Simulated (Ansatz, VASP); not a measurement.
One calculation of ZnSn2N2, two programs

Contents of INCAR:

```
SYSTEM = ZnSn2N2
PREC = Accurate
ENCUT = 600
EDIFF = 1E-7
ISMEAR = 0
SIGMA = 0.15
LREAL = .False.
LASPH = .True.
NELM = 80
ALGO = Normal
ISIF = 3
LWAVE = .False.
LCHARG = .False.
GGA = PE
IBRION = 2
NSW = 36
EDIFFG = -0.08
```

File KPOINTS:

```
Automatic mesh
0
Gamma
  4 4 2
  0 0 0
```

File POSCAR:

```
ZnSn2N2
1.0
    3.6000000000      0.0000000000      0.0000000000
   -1.8000000000      3.1176914500      0.0000000000
    0.0000000000      0.0000000000      7.2000000000
Zn Sn N
1 2 2
Direct
    0.0000000000      0.0000000000      0.0000000000
    0.6666666700      0.3333333300      0.3700000000
    0.3333333300      0.6666666700      0.6300000000
    0.3333333300      0.6666666700      0.2200000000
    0.6666666700      0.3333333300      0.7800000000
```

Input for Ansatz:

```yaml
crystal:
  lattice:
    - [3.6, 0.0, 0.0]
    - [-1.8, 3.11769145, 0.0]
    - [0.0, 0.0, 7.2]
  atoms:
    - { symbol: Zn, position: [0.0, 0.0, 0.0] }
    - { symbol: Sn, position: [0.66666667, 0.33333333, 0.37] }
    - { symbol: Sn, position: [0.33333333, 0.66666667, 0.63] }
    - { symbol: "N", position: [0.33333333, 0.66666667, 0.22] }
    - { symbol: "N", position: [0.66666667, 0.33333333, 0.78] }
basis:
  ecutwfc: 420
kpoints:
  mp_grid: { grid: [4, 4, 2] }
hamiltonian:
  xc: pbe
scf:
  occupations: { method: gaussian, width: 0.15 }
  lower_state_search: "off"
output:
  forces: true
  stress: true
  eigenvalues: true
relax:
  adjacent_minimum: "off"
  f_tol: 0.08
  max_steps: 16
  cell: { stress_tol: 0.8 }
```

Alike in both runs: task relaxation of cell and atoms; functional PBE; k mesh 4 × 4 × 2; occupations gaussian, width 0.15 eV; no spin polarisation.

|  | VASP | Ansatz |
| --- | --- | --- |
| version | VASP 6.6.1 | Ansatz 0.2.0 |
| potentials or method | VASP PAW PBE potentials, release 64 (Zn, Sn_d, N), cutoff 600 eV | scalar-relativistic, plane waves, PAW |
| valence electrons in the cell | 50 | 50 |

|  | VASP | Ansatz | Ansatz less VASP |
| --- | --- | --- | --- |
| gap on the k mesh at the Fermi level, each at its own relaxed structure (eV) | 0.68 | 0.67 | -0.006 |
| relaxed volume (Å³/atom) | 16.43 | 16.68 | +0.246 |
| relaxed cell length with the largest relative difference (Å) | 8.860 | 9.069 | +0.2096 |

The k mesh is coarse, so the values compare programs but aren't converged.
